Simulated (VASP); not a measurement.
# GdN (Fm-3m) in VASP: notebook

Runs on GdN. Level: PBE+U. Tasks: single point.

All numbers are computed with VASP 6.6.1; they aren't measurements. Logs are shortened: lines on timing, memory, paths and dates and some standing lists are left out, and cuts for length are marked.

### 1 The cell of the first run

The structure is cubic, space group Fm-3m (No. 225). The conventional cell has a = 4.999 Å, b = 4.999 Å, c = 4.999 Å, α = 90.00°, β = 90.00°, γ = 90.00°. Gd (site symmetry m-3m) has 6 N at 2.50 Å within 3.3 Å. N (site symmetry m-3m) has 6 Gd at 2.50 Å within 3.3 Å.

### 2 Single point, PBE+U, collinear spin, ferromagnetic start

Input file INCAR:

```
SYSTEM = GdN
  PREC = Accurate
  ENCUT = 520
  EDIFF = 1E-6
  ISMEAR = 0
  SIGMA = 0.05
  LREAL = .False.
  LASPH = .True.
  NELM = 150
  ALGO = Normal
  ISIF = 2
  LWAVE = .False.
  LCHARG = .False.
  ISPIN = 2
  MAGMOM = 7 0
  LORBIT = 11
  LMAXMIX = 6
  LDAU = .True.
  LDAUTYPE = 2
  LDAUL = 3 -1
  LDAUU = 6 0
  LDAUJ = 0 0
  LDAUPRINT = 1
  GGA = PE
  NBANDS = 22
```

Input file KPOINTS:

```
Automatic mesh
0
Gamma
  5 5 5
  0 0 0
```

Input file POSCAR:

```
GdN
1.0
    0.0000000000      2.4995000000      2.4995000000
    2.4995000000      0.0000000000      2.4995000000
    2.4995000000      2.4995000000      0.0000000000
Gd N
1 1
Direct
    0.0000000000      0.0000000000      0.0000000000
    0.5000000000      0.5000000000      0.5000000000
```

Potentials or basis: VASP PAW PBE potentials, release 64 (Gd, N).

Launch:

```console
$ cat potpaw_PBE.64/Gd/POTCAR potpaw_PBE.64/N/POTCAR > POTCAR
$ mpirun -np 1 vasp_std > vasp.out
```

OUTCAR:

```text
SYSTEM = GdN
   PREC = Accurate
   ENCUT = 520
   EDIFF = 1E-6
   ISMEAR = 0
   LREAL = .False.
   LASPH = .True.
   NELM = 150
   ISIF = 2
   ISPIN = 2
   LORBIT = 11
   GGA = PE

 ion  position               nearest neighbor table
   1  0.000  0.000  0.000-   2 2.50   2 2.50   2 2.50   2 2.50   2 2.50   2 2.50
   2  0.500  0.500  0.500-   1 2.50   1 2.50   1 2.50   1 2.50   1 2.50   1 2.50

  LATTYP: Found a face centered cubic cell.
 ALAT       =     4.9990000000

  Lattice vectors:

 A1 = (   0.0000000000,   2.4995000000,   2.4995000000)
 A2 = (   2.4995000000,   0.0000000000,   2.4995000000)
 A3 = (   2.4995000000,   2.4995000000,   0.0000000000)

Analysis of symmetry for initial positions (statically):
=====================================================================
 Subroutine PRICEL returns:
 Original cell was already a primitive cell.

 Routine SETGRP: Setting up the symmetry group for a
 face centered cubic supercell.

 Subroutine GETGRP returns: Found 48 space group operations
 (whereof 48 operations were pure point group operations)
 out of a pool of 48 trial point group operations.

The static configuration has the point symmetry O_h .

Analysis of symmetry for dynamics (positions and initial velocities):
=====================================================================
 Subroutine PRICEL returns:
 Original cell was already a primitive cell.

 Routine SETGRP: Setting up the symmetry group for a
 face centered cubic supercell.

 Subroutine GETGRP returns: Found 48 space group operations
 (whereof 48 operations were pure point group operations)
 out of a pool of 48 trial point group operations.

The dynamic configuration has the point symmetry O_h .

Analysis of structural, dynamic, and magnetic symmetry:
=====================================================================
 Subroutine PRICEL returns:
 Original cell was already a primitive cell.
[... 171 lines left out ...]
  o =  0.9905  v = -0.0002 -0.0000  0.0003 -0.0000 -0.7514 -0.3108 -0.5820  0.0000  0.0000  0.0000  0.0000  0.0000  0.0000  0.0000      0.0000  0.0000  0.0000  0.0000  0.0000  0.0000  0.0000  0.0000  0.0000  0.0000  0.0000  0.0000  0.0000  0.0000
  o =  0.9905  v = -0.6124  0.0000  0.7906  0.0000  0.0005 -0.0006  0.0004  0.0000  0.0000  0.0000  0.0000  0.0000  0.0000  0.0000      0.0000  0.0000  0.0000  0.0000  0.0000  0.0000  0.0000  0.0000  0.0000  0.0000  0.0000  0.0000  0.0000  0.0000
  o =  0.9925  v =  0.0003 -0.0000  0.0002 -0.1525 -0.6052 -0.0000  0.7813  0.0000  0.0000  0.0000  0.0000  0.0000  0.0000  0.0000      0.0000  0.0000  0.0000  0.0000  0.0000  0.0000  0.0000  0.0000  0.0000  0.0000  0.0000  0.0000  0.0000  0.0000
  o =  0.9925  v =  0.0004  0.0000  0.0003  0.9883 -0.0934  0.0000  0.1206  0.0000  0.0000  0.0000  0.0000  0.0000  0.0000  0.0000      0.0000  0.0000  0.0000  0.0000  0.0000  0.0000  0.0000  0.0000  0.0000  0.0000  0.0000  0.0000  0.0000  0.0000
  o =  0.9925  v = -0.7906 -0.0000 -0.6124  0.0004 -0.0003  0.0000  0.0003  0.0000  0.0000  0.0000  0.0000  0.0000  0.0000  0.0000      0.0000  0.0000  0.0000  0.0000  0.0000  0.0000  0.0000  0.0000  0.0000  0.0000  0.0000  0.0000  0.0000  0.0000

 number of electron      23.0000005 magnetization       6.9994492

 Free energy of the ion-electron system (eV)
  ---------------------------------------------------
  ext. energy  EPLUGINS =         0.00000000
  ---------------------------------------------------
  free energy    TOTEN  =       -22.79195785 eV

  energy without entropy =      -22.79127697  energy(sigma->0) =      -22.79161741

 E-fermi :   3.6296     XC(G=0): -11.5354

 val. band max:        3.6295701498   @ k =   0.4000   0.4000   0.0000
 cond. band min:       3.9631191314   @ k =   0.0000   0.0000   0.0000
 fundamental gap:      0.3335489816
 Fermi energy:         3.6296247699

 spin component 1

 k-point     1 :       0.0000    0.0000    0.0000
  band No.  band energies     occupation
      1     -39.9753      1.00000
      2     -16.9687      1.00000
      3     -16.9687      1.00000
      4     -16.9687      1.00000
      5      -9.0643      1.00000
      6      -2.5540      1.00000
[... 239 lines left out ...]
     21      14.9446      0.00000
     22      15.8588      0.00000
 Fermi energy:         3.6296247699

 spin component 2

 k-point     1 :       0.0000    0.0000    0.0000
  band No.  band energies     occupation
      1     -36.8565      1.00000
      2     -14.7014      1.00000
      3     -14.7014      1.00000
      4     -14.7014      1.00000
      5      -9.1192      1.00000
      6       3.3853      1.00000
[... 239 lines left out ...]
     21      15.9418      0.00000
     22      16.8907      0.00000

------------------------ aborting loop because EDIFF is reached ----------------------------------------

  FORCE on cell =-STRESS in cart. coord.  units (eV):
  Direction    XX          YY          ZZ          XY          YZ          ZX
  --------------------------------------------------------------------------------------
  -------------------------------------------------------------------------------------
  Total        0.1772949      0.1772949      0.1772949      0.0000000     -0.0000000      0.0000000
  in kB        9.0953097      9.0953097      9.0953097      0.0000000     -0.0000000      0.0000000
  external PRESSURE =       9.0953097 kB  Pullay stress =       0.0000000 kB

 VOLUME and BASIS-vectors are now :
 -----------------------------------------------------------------------------
  energy-cutoff  :      520.00
  volume of cell :       31.23
      direct lattice vectors                 reciprocal lattice vectors
     0.000000000  2.499500000  2.499500000    -0.200040008  0.200040008  0.200040008
     2.499500000  0.000000000  2.499500000     0.200040008 -0.200040008  0.200040008
     2.499500000  2.499500000  0.000000000     0.200040008  0.200040008 -0.200040008

 POSITION                                       TOTAL-FORCE (eV/Angst)
 -----------------------------------------------------------------------------------
      0.00000      0.00000      0.00000         0.000000     -0.000000      0.000000
      2.49950      2.49950      2.49950        -0.000000      0.000000     -0.000000
 -----------------------------------------------------------------------------------
    total drift:                                0.000000      0.000000      0.000000

  FREE ENERGIE OF THE ION-ELECTRON SYSTEM (eV)
  ---------------------------------------------------
  free  energy   TOTEN  =       -22.7919578460 eV

  energy  without entropy=      -22.7912769694  energy(sigma->0) =      -22.79161741

 total charge

# of ion       s       p       d       f       tot
--------------------------------------------------
    1        2.035   5.668   0.537   6.973  15.212
    2        1.248   2.388   0.000   0.000   3.636
--------------------------------------------------
tot          3.282   8.056   0.537   6.973  18.848

 magnetization (x)

# of ion       s       p       d       f       tot
--------------------------------------------------
    1       -0.006  -0.086   0.073   6.892   6.873
    2       -0.009  -0.107   0.000   0.000  -0.117
--------------------------------------------------
tot         -0.015  -0.193   0.073   6.892   6.756
```

OSZICAR:

```text
N       E                     dE             d eps       ncg     rms          rms(c)
DAV:   1     0.134591985487E+03    0.13459E+03   -0.83227E+03  1226   0.558E+03
DAV:   2    -0.171935940969E+01   -0.13631E+03   -0.11756E+03  1192   0.475E+02
DAV:   3    -0.179026860926E+02   -0.16183E+02   -0.15760E+02  1296   0.110E+02
DAV:   4    -0.199344234692E+02   -0.20317E+01   -0.20135E+01  1628   0.267E+01
DAV:   5    -0.199980642877E+02   -0.63641E-01   -0.63592E-01  1356   0.629E+00    0.413E+01
DAV:   6    -0.234502325933E+02   -0.34522E+01   -0.29605E+01  1342   0.187E+02    0.103E+02
DAV:   7    -0.231327635102E+02    0.31747E+00   -0.28199E+00  1352   0.210E+01    0.818E+01
DAV:   8    -0.228345896850E+02    0.29817E+00   -0.30516E-01  1516   0.136E+01    0.543E+01
DAV:   9    -0.227730938873E+02    0.61496E-01   -0.47968E-01  1360   0.186E+01    0.191E+01
DAV:  10    -0.227885128222E+02   -0.15419E-01   -0.23425E-01  1500   0.923E+00    0.120E+01
DAV:  11    -0.227917284431E+02   -0.32156E-02   -0.22368E-02  1430   0.167E+00    0.594E+00
DAV:  12    -0.227920089785E+02   -0.28054E-03   -0.47332E-03  1406   0.195E+00    0.230E+00
DAV:  13    -0.227919563335E+02    0.52645E-04   -0.13945E-03  1348   0.455E-01    0.662E-01
DAV:  14    -0.227919571727E+02   -0.83922E-06   -0.18729E-04  1430   0.150E-01    0.184E-01
DAV:  15    -0.227919570788E+02    0.93952E-07   -0.25055E-05  1490   0.877E-02    0.100E-01
DAV:  16    -0.227919578460E+02   -0.76724E-06   -0.66028E-07   908   0.195E-02
   1 F= -.22791958E+02 E0= -.22791617E+02  d E =-.680877E-03  mag=     7.0000
```

stdout:

```text
POSCAR found type information on POSCAR GdN
 POSCAR found :  2 types and       2 ions
 scaLAPACK will be used
 LDA part: xc-table for (Slater+PW92), standard interpolation
 POSCAR, INCAR and KPOINTS ok, starting setup
 FFT: planning ... GRIDC
 FFT: planning ... GRID_SOFT
 FFT: planning ... GRID
 WAVECAR not read
 entering main loop
```

Run time: 14 s. Hardware: 1 thread of Intel Xeon 6975P-C (Granite Rapids), shared host; peak memory 0.18 GiB.

Results:

| Item | Value |
| --- | --- |
| Free energy | -22.7920 eV |
| Pressure | 0.9 GPa |
| Band gap on the k mesh | zero (filled and empty bands overlap) |
| Net moment | 7.00 μB per cell |
| Site moments | Gd +6.87; N -0.12 μB |
| Valence electrons inside the program's atomic spheres | Gd 15.21; N 3.64 |

Eigenvalues of the final occupation matrices:
```
    site  spin  trace                         eigenvalues
site 1 f     1   6.94  0.99 0.99 0.99 0.99 0.99 0.99 0.99
site 1 f     2   0.04  0.00 0.00 0.00 0.00 0.01 0.01 0.01
```

Caveat: the k points lie up to 0.44 Å⁻¹ apart; spin-orbit coupling is left out, which moves the levels of the heavy elements; a cell with one magnetic atom can't hold antiferromagnetic order, which such compounds often take.

### 3 Single point, PBE+U, collinear spin, ferrimagnetic start (volume scaled by 0.960)

Input file INCAR:

```
SYSTEM = GdN
PREC = Accurate
ENCUT = 520
EDIFF = 1E-7
ISMEAR = 0
SIGMA = 0.05
LREAL = .FALSE.
LASPH = .TRUE.
NELM = 150
ALGO = Normal
ISIF = 2
LWAVE = .FALSE.
LCHARG = .FALSE.
ISPIN = 2
MAGMOM = 7.62 -0.16
LORBIT = 11
LMAXMIX = 6
LDAU = .TRUE.
LDAUTYPE = 2
LDAUL = 3 -1
LDAUU = 6 0
LDAUJ = 0 0
LDAUPRINT = 1
GGA = PE
NBANDS = 22
```

Input file KPOINTS:

```
regular mesh
0
G
  10 10 10
  0 0 0
```

Input file POSCAR:

```
GdN
1.0
    0.0000000000      2.4672122174      2.4672122174
    2.4672122174      0.0000000000      2.4672122174
    2.4672122174      2.4672122174      0.0000000000
Gd N
1 1
Direct
    0.0000000000      0.0000000000      0.0000000000
    0.5000000000      0.5000000000      0.5000000000
```

Potentials or basis: VASP PAW PBE potentials, release 64 (Gd, N).

Launch:

```console
$ cat potpaw_PBE.64/Gd/POTCAR potpaw_PBE.64/N/POTCAR > POTCAR
$ mpirun -np 1 vasp_std > vasp.out
```

Wall time 54 s (1 thread of Intel Xeon 6975P-C (Granite Rapids), shared host); peak memory 0.21 GiB.

It converged, with:

- Free energy: -22.7836 eV
- Pressure: 7.0 GPa
- Band gap on the k mesh: zero (filled and empty bands overlap)
- Net moment: 7.00 μB per cell
- Site moments: Gd +6.87; N -0.12 μB
- Valence electrons inside the program's atomic spheres: Gd 15.25; N 3.66

Levels at points of the mesh, in eV from the Fermi level:
Spin up:
```csv
k point,band 11,band 12,band 13,band 14,band 15,band 16,band 17,band 18,band 19,band 20
"(0.00, 0.00, 0.00)",-5.87,-5.87,0.25,0.25,0.25,2.68,2.68,2.68,3.66,4.88
"(0.50, 0.00, 0.00)",-5.87,-5.83,-4.29,-2.47,-2.47,5.43,6.19,6.19,6.89,10.46
"(0.50, 0.50, 0.00)",-5.94,-5.92,-1.18,-0.38,-0.11,-0.11,6.83,7.01,7.97,7.97
```
Spin down:
```tsv
k point	band 5	band 6	band 7	band 8	band 9	band 10	band 11	band 12
(0.00, 0.00, 0.00)	-12.95	-0.37	-0.37	-0.37	3.50	3.50	3.50	4.18
(0.50, 0.00, 0.00)	-10.85	-4.03	-2.39	-2.39	4.64	5.02	5.02	5.35
(0.50, 0.50, 0.00)	-12.69	-0.87	-0.41	-0.41	0.29	5.10	5.13	5.26
```

Eigenvalues of the final occupation matrices:
```csv
site,spin,trace,eigenvalues
site 1 f,1,6.94,0.99 0.99 0.99 0.99 0.99 0.99 0.99
site 1 f,2,0.04,0.00 0.00 0.00 0.00 0.01 0.01 0.01
```

Caveat: spin-orbit coupling is left out, which moves the levels of the heavy elements; a cell with one magnetic atom can't hold antiferromagnetic order, which such compounds often take. The state reached can hang on the start; a lower one may exist.

### 4 Single point, PBE+U, collinear spin, ferrimagnetic start (volume scaled by 0.980)

INCAR, as its differences from that of step 3:

```diff
@@ -3,3 +3,3 @@
 ENCUT = 520
-EDIFF = 1E-7
+EDIFF = 1E-6
 ISMEAR = 0
@@ -12,3 +12,3 @@
 LWAVE = .FALSE.
-LCHARG = .FALSE.
+LCHARG = .TRUE.
 ISPIN = 2
@@ -24,2 +24,4 @@
 GGA = PE
+LELF = .TRUE.
+LVHAR = .TRUE.
 NBANDS = 22
```

KPOINTS is that of step 3.

Input file POSCAR:

```
GdN
1.0
    0.0000000000      2.4842280118      2.4842280118
    2.4842280118      0.0000000000      2.4842280118
    2.4842280118      2.4842280118      0.0000000000
Gd N
1 1
Direct
    0.0000000000      0.0000000000      0.0000000000
    0.5000000000      0.5000000000      0.5000000000
```

Launch:

```console
$ cat potpaw_PBE.64/Gd/POTCAR potpaw_PBE.64/N/POTCAR > POTCAR
$ mpirun -np 1 vasp_std > vasp.out
```

Run time: 48 s. Hardware: 1 thread of Intel Xeon 6975P-C (Granite Rapids), shared host; peak memory 0.21 GiB.

The run converged. Its results:

| Item | Value |
| --- | --- |
| Free energy | -22.8046 eV |
| Pressure | 3.5 GPa |
| Band gap on the k mesh | zero (filled and empty bands overlap) |
| Net moment | 7.00 μB per cell |
| Site moments | Gd +6.87; N -0.12 μB |
| Valence electrons inside the program's atomic spheres | Gd 15.23; N 3.64 |

Levels at points of the mesh, in eV from the Fermi level:
Spin up:
```
           k point  band 12  band 13  band 14  band 15  band 16  band 17  band 18  band 19
(0.00, 0.00, 0.00)    -5.96     0.24     0.24     0.24     2.67     2.67     2.67     3.50
(0.50, 0.00, 0.00)    -5.92    -4.22    -2.40    -2.40     5.34     6.08     6.08     6.76
(0.50, 0.50, 0.00)    -6.01    -1.22    -0.32    -0.13    -0.13     6.71     6.81     7.81
```
Spin down:
| k point | band 4 | band 5 | band 6 | band 7 | band 8 | band 9 | band 10 | band 11 | band 12 | band 13 |
| --- | --- | --- | --- | --- | --- | --- | --- | --- | --- | --- |
| (0.00, 0.00, 0.00) | -18.33 | -12.89 | -0.35 | -0.35 | -0.35 | 3.48 | 3.48 | 3.48 | 4.00 | 4.59 |
| (0.50, 0.00, 0.00) | -18.44 | -10.90 | -3.97 | -2.31 | -2.31 | 4.57 | 4.95 | 4.95 | 5.27 | 5.27 |
| (0.50, 0.50, 0.00) | -18.77 | -12.61 | -0.92 | -0.41 | -0.41 | 0.34 | 5.03 | 5.06 | 5.17 | 5.17 |

Eigenvalues of the final occupation matrices:
| site | spin | trace | eigenvalues |
| --- | --- | --- | --- |
| site 1 f | 1 | 6.94 | 0.99 0.99 0.99 0.99 0.99 0.99 0.99 |
| site 1 f | 2 | 0.04 | 0.00 0.00 0.00 0.00 0.01 0.01 0.01 |

Caveat: spin-orbit coupling is left out, which moves the levels of the heavy elements; a cell with one magnetic atom can't hold antiferromagnetic order, which such compounds often take. The state reached can hang on the start; a lower one may exist.

### 5 Single point, PBE+U, collinear spin, ferromagnetic start

Input file INCAR:

```
PREC     = Accurate       # precision mode
ENCUT    = 520            # plane-wave cutoff, eV
EDIFF    = 1E-6           # SCF threshold, eV
ISMEAR   = 0              # smearing method
SIGMA    = 0.05           # smearing width, eV
LREAL    = F              # projectors in reciprocal space
LASPH    = T              # aspherical terms in the spheres
NELM     = 150            # most SCF steps
ALGO     = Normal         # electronic algorithm
ISIF     = 2              # what is computed and relaxed
LWAVE    = F              # write WAVECAR
LCHARG   = T              # write CHGCAR
ISPIN    = 2              # spin polarisation
MAGMOM   = 7.63 0         # initial moments
LORBIT   = 11             # projections on sites
LMAXMIX  = 6              # l up to which the mixer works
LDAU     = T              # DFT+U
LDAUTYPE = 2            
LDAUL    = 3 -1           # shell
LDAUU    = 6 0            # U, eV
LDAUJ    = 0 0          
LDAUPRINT= 1            
GGA      = PE             # functional
LELF     = T              # ELF
LVHAR    = T            
NBANDS   = 22             # bands
```

Input file KPOINTS:

```
Automatic mesh
0
Gamma
  10 10 10
```

Input file POSCAR:

```
GdN
1.0
    0.0000000000      2.5010138454      2.5010138454
    2.5010138454      0.0000000000      2.5010138454
    2.5010138454      2.5010138454      0.0000000000
Gd N
1 1
Direct
    0.0000000000      0.0000000000      0.0000000000
    0.5000000000      0.5000000000      0.5000000000
```

Launch:

```console
$ cat potpaw_PBE.64/Gd/POTCAR potpaw_PBE.64/N/POTCAR > POTCAR
$ mpirun -np 1 vasp_std > vasp.out
```

It took 48 s on 1 thread of Intel Xeon 6975P-C (Granite Rapids), shared host; peak memory 0.22 GiB.

Results (log left out):

```
Free energy                                           : -22.8125 eV
Pressure                                              : 0.3 GPa
Band gap on the k mesh                                : zero (filled and empty bands overlap)
Net moment                                            : 7.00 μB per cell
Site moments                                          : Gd +6.87; N -0.12 μB
Valence electrons inside the program's atomic spheres : Gd 15.21; N 3.63
```

Levels at points of the mesh, in eV from the Fermi level:
Spin up:
| k point | band 12 | band 13 | band 14 | band 15 | band 16 | band 17 | band 18 | band 19 |
| --- | --- | --- | --- | --- | --- | --- | --- | --- |
| (0.00, 0.00, 0.00) | -6.05 | 0.24 | 0.24 | 0.24 | 2.65 | 2.65 | 2.65 | 3.34 |
| (0.50, 0.00, 0.00) | -6.01 | -4.14 | -2.33 | -2.33 | 5.26 | 5.97 | 5.97 | 6.63 |
| (0.50, 0.50, 0.00) | -6.09 | -1.25 | -0.27 | -0.15 | -0.15 | 6.59 | 6.62 | 7.65 |
Spin down:
| k point | band 4 | band 5 | band 6 | band 7 | band 8 | band 9 | band 10 | band 11 | band 12 | band 13 |
| --- | --- | --- | --- | --- | --- | --- | --- | --- | --- | --- |
| (0.00, 0.00, 0.00) | -18.42 | -12.84 | -0.33 | -0.33 | -0.33 | 3.46 | 3.46 | 3.46 | 3.83 | 4.54 |
| (0.50, 0.00, 0.00) | -18.52 | -10.94 | -3.90 | -2.25 | -2.25 | 4.51 | 4.88 | 4.88 | 5.18 | 5.18 |
| (0.50, 0.50, 0.00) | -18.83 | -12.54 | -0.96 | -0.42 | -0.42 | 0.38 | 4.95 | 4.98 | 5.09 | 5.09 |

Eigenvalues of the final occupation matrices:
| site | spin | trace | eigenvalues |
| --- | --- | --- | --- |
| site 1 f | 1 | 6.94 | 0.99 0.99 0.99 0.99 0.99 0.99 0.99 |
| site 1 f | 2 | 0.04 | 0.00 0.00 0.00 0.00 0.01 0.01 0.01 |

Caveat: spin-orbit coupling is left out, which moves the levels of the heavy elements; a cell with one magnetic atom can't hold antiferromagnetic order, which such compounds often take. The state reached can hang on the start; a lower one may exist.

(Continued in part 2 of 2.)
